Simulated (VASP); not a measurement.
A run of VASP 6.6.1 is set up as follows.

File POSCAR:

```
Mg2Si
1.0
    0.0000000000      3.1649540000      3.1649540000
    3.1649540000      0.0000000000      3.1649540000
    3.1649540000      3.1649540000      0.0000000000
Mg Si
2 1
Direct
    0.2500000000      0.2500000000      0.2500000000
    0.7500000000      0.7500000000      0.7500000000
    0.0000000000      0.0000000000      0.0000000000
```

Contents of INCAR.step1:

```
PREC     = Accurate       # precision mode
ENCUT    = 660            # plane-wave cutoff, eV
ISMEAR   = -1             # smearing method
SIGMA    = 0.1            # smearing width, eV
LREAL    = False          # projectors in reciprocal space
LASPH    = True           # aspherical terms in the spheres
NELM     = 120            # most SCF steps
NBANDS   = 11             # bands
GGA      = PE             # functional
ALGO     = Normal         # electronic algorithm
EDIFF    = 1E-5           # SCF threshold, eV
LWAVE    = True           # write WAVECAR
LCHARG   = False          # write CHGCAR
GGA_COMPAT= False
```

Contents of INCAR.step2:

```
PREC     = Accurate       # precision mode
ENCUT    = 660            # plane-wave cutoff, eV
EDIFF    = 1E-6           # SCF threshold, eV
ISMEAR   = -1             # smearing method
SIGMA    = 0.1            # smearing width, eV
LREAL    = False          # projectors in reciprocal space
LASPH    = True           # aspherical terms in the spheres
NELM     = 120            # most SCF steps
ALGO     = Normal         # electronic algorithm
ISIF     = 2              # what is computed and relaxed
LWAVE    = False          # write WAVECAR
LCHARG   = False          # write CHGCAR
METAGGA  = R2SCAN         # meta-GGA
LMIXTAU  = True         
NBANDS   = 11             # bands
ISTART   = 1            
GGA_COMPAT= False
```

KPOINTS

```
Automatic mesh
0
Gamma
  9 9 9
```

Potentials or basis: VASP PAW PBE potentials, release 64 (Mg, Si).

Run with:

```console
$ cat potpaw_PBE.64/Mg/POTCAR potpaw_PBE.64/Si/POTCAR > POTCAR
$ cp INCAR.step1 INCAR
$ mpirun -np 1 vasp_std > vasp.out
$ cp INCAR.step2 INCAR
$ mpirun -np 1 vasp_std > vasp.out
```

What does it give for the pressure?

-0.1 GPa.

Predict the band gap on the k mesh.

0.53 eV, indirect (least direct gap 2.50 eV).

Caveat: the PAW data sets were made with another functional, which shifts forces and pressure a little. A k mesh can miss the band edges.
